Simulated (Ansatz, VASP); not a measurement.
## Two plane-wave programs on TaAl4

```
Ta Al
1.0
    -3.04019    3.04019    3.04019
     3.04019   -3.04019    3.04019
     3.04019    3.04019   -3.04019
Ta Al
1 4
Direct
  0.00000 0.00000 0.00000
  0.50000 0.50000 0.50000
  0.00000 0.00000 0.50000
  0.00000 0.50000 0.00000
  0.50000 0.00000 0.00000
```

Alike in both runs: task relaxation of cell and atoms; functional PBE; k mesh 10 × 10 × 10; occupations gaussian, width 0.1 eV; no spin polarisation.

|  | VASP | Ansatz |
| --- | --- | --- |
| version | VASP 6.6.1 | Ansatz 0.2.0 |
| potentials or method | VASP PAW PBE potentials, release 64 (Ta_pv, Al), cutoff 600 eV | scalar-relativistic, plane waves, PAW |
| valence electrons in the cell | 23 | 25 |

|  | VASP | Ansatz | Ansatz less VASP |
| --- | --- | --- | --- |
| gap on the k mesh at the Fermi level, each at its own relaxed structure (eV) | none | none | - |
| relaxed volume (Å³/atom) | 22.70 | 22.70 | +0.002 |
| relaxed cell length with the largest relative difference (Å) | 5.283 | 5.283 | +0.0001 |

A gap of «none» marks a metal or a gap that the smearing closes. VASP's potentials hold 23 valence electrons a cell and Ansatz's 25, so a difference there can come from the potentials and not from the codes.

Neither program's run includes spin-orbit coupling.
